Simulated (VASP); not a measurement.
Wanted: the native input for a VASP 6.6.1 run.

```
Task                   : single point
Functional             : LDA
Potentials or basis    : VASP PAW LDA potentials, release 64 (Sn_d, O)
Cutoff                 : 520 eV
k mesh                 : 6 × 6 × 5
Occupations            : fermi-dirac, width 0.02 eV
Spin                   : no spin polarisation
Dipole correction      : no
Further INCAR settings : ALGO = Normal; EDIFF = 1e-06; NBANDS = 28
```

The structure of SnO lies in POSCAR:

```
SnO
1.0
    3.8146313220      0.0000000000      0.0000000000
    0.0000000000      3.8146313220      0.0000000000
    0.0000000000      0.0000000000      4.8520665632
Sn O
2 2
Direct
    0.0000000000      0.5000000000      0.2385000000
    0.5000000000      0.0000000000      0.7615000000
    0.0000000000      0.0000000000      0.0000000000
    0.5000000000      0.5000000000      0.0000000000
```

This cell differs from its parent crystal: volume scaled by 1.01.

One way to write it, as run:

INCAR

```
SYSTEM = SnO
PREC     = Accurate       ! precision mode
ENCUT    = 520            ! plane-wave cutoff, eV
EDIFF    = 1E-6           ! SCF threshold, eV
ISMEAR   = -1             ! smearing method
SIGMA    = 0.02           ! smearing width, eV
LREAL    = .False.        ! projectors in reciprocal space
LASPH    = .True.         ! aspherical terms in the spheres
NELM     = 100            ! most SCF steps
ALGO     = Normal         ! electronic algorithm
ISIF     = 2              ! what is computed and relaxed
LWAVE    = .False.        ! write WAVECAR
LCHARG   = .False.        ! write CHGCAR
NBANDS   = 28             ! bands
```

KPOINTS

```
Automatic mesh
0
Gamma
  6 6 5
  0 0 0
```

Potentials or basis: VASP PAW LDA potentials, release 64 (Sn_d, O).

Run with:

```bash
$ cat potpaw_LDA.64/Sn_d/POTCAR potpaw_LDA.64/O/POTCAR > POTCAR
$ mpirun -np 1 vasp_std > vasp.out
```

Results of the run:

- Pressure: -3.4 GPa
- Largest force: 0.287 eV/Å
- Band gap on the k mesh: 0.12 eV, indirect (least direct gap 1.97 eV)

Caveat: spin-orbit coupling is left out, which moves the levels of the heavy elements.

It took 19 s on 1 thread of Intel(R) Xeon(R) 6975P-C (Granite Rapids) (shared host), peak memory 0.18 GiB.
